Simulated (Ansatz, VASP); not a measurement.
## I: VASP beside Ansatz

```
I
1.0
    -1.61746    1.61746    4.26481
     1.61746   -1.61746    4.26481
     1.61746    1.61746   -4.26481
I
1
Direct
  0.00000 0.00000 0.00000
```

Alike in both runs: task single point; functional PBE-based screened hybrid with a share of 0.25 of exact exchange and HFSCREEN = 0.1; k mesh 6 × 6 × 6; occupations fermi-dirac, width 0.05 eV; no spin polarisation.

|  | VASP | Ansatz |
| --- | --- | --- |
| version | VASP 6.6.1 | Ansatz 0.2.0 |
| potentials or method | VASP PAW PBE potentials, release 64 (I) | Ansatz PAW |
| plane-wave cutoff (eV) | 520 | 420 |
| valence electrons in the cell | 7 | 17 |

Ansatz gave:

```
gap on the k mesh at the Fermi level (eV)                     : none
pressure (GPa)                                                : -0.9
traceless stress, the component that is largest in VASP (GPa) : 0.86
```

Task: What did VASP give for the same quantities?

Result: gap on the k mesh at the Fermi level (eV): none; pressure (GPa): -1.1; traceless stress, the component that is largest in VASP (GPa): 1.03.

VASP's potentials were made for PBE, not for PBE-based screened hybrid. A gap of «none» marks a metal or a gap that the smearing closes. VASP's potentials hold 7 valence electrons a cell and Ansatz's 17, so a difference there can come from the potentials and not from the codes.

The k mesh is coarse, so the values compare programs but aren't converged. Spin-orbit coupling is off throughout.
